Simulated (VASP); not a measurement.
Set up this calculation in VASP 6.6.1, as the native input.

| Property | Result |
| --- | --- |
| Task | single point |
| Functional | PBE |
| Potentials or basis | VASP PAW PBE potentials, release 64 (Te, Pb_d) |
| Cutoff | 520 eV |
| k mesh | 8 × 8 × 8 |
| Occupations | fermi-dirac, width 0.02 eV |
| Spin | no spin polarisation |
| Dipole correction | no |
| Further INCAR settings | ALGO = Normal; EDIFF = 1e-07; NBANDS = 17 |

The structure of TePb lies in POSCAR:

```
TePb
1.0
    0.0000000000      3.2008645120      3.2678555508
    3.2678555508      0.0000000000      3.2678555508
    3.2678555508      3.2008645120      0.0000000000
Te Pb
1 1
Direct
    0.5000000000      0.5000000000      0.5000000000
    0.0000000000      0.0000000000      0.0000000000
```

This cell differs from its parent crystal: uniaxial y strain -2.0%.

One way to write it, as run:

INCAR

```
PREC = Accurate
ENCUT = 520
EDIFF = 1E-7
ISMEAR = -1
SIGMA = 0.02
LREAL = False
LASPH = True
NELM = 60
ALGO = Normal
ISIF = 2
LWAVE = False
LCHARG = False
GGA = PE
NBANDS = 17
```

KPOINTS

```
Automatic mesh
0
Gamma
  8 8 8
```

Potentials or basis: VASP PAW PBE potentials, release 64 (Te, Pb_d).

Run with:

```sh
$ cat potpaw_PBE.64/Te/POTCAR potpaw_PBE.64/Pb_d/POTCAR > POTCAR
$ mpirun -np 1 vasp_std > vasp.out
```

Results of the run:

```
Pressure               : 1.5 GPa
Band gap on the k mesh : 0.74 eV, direct
```

Caveat: the cell differs from its parent crystal (uniaxial y strain -2.0%); spin-orbit coupling is left out, which moves the levels of the heavy elements.

Run time: 52 s on 1 thread of Intel(R) Xeon(R) Platinum 8488C (Sapphire Rapids), on a shared host, peak memory 0.24 GiB.
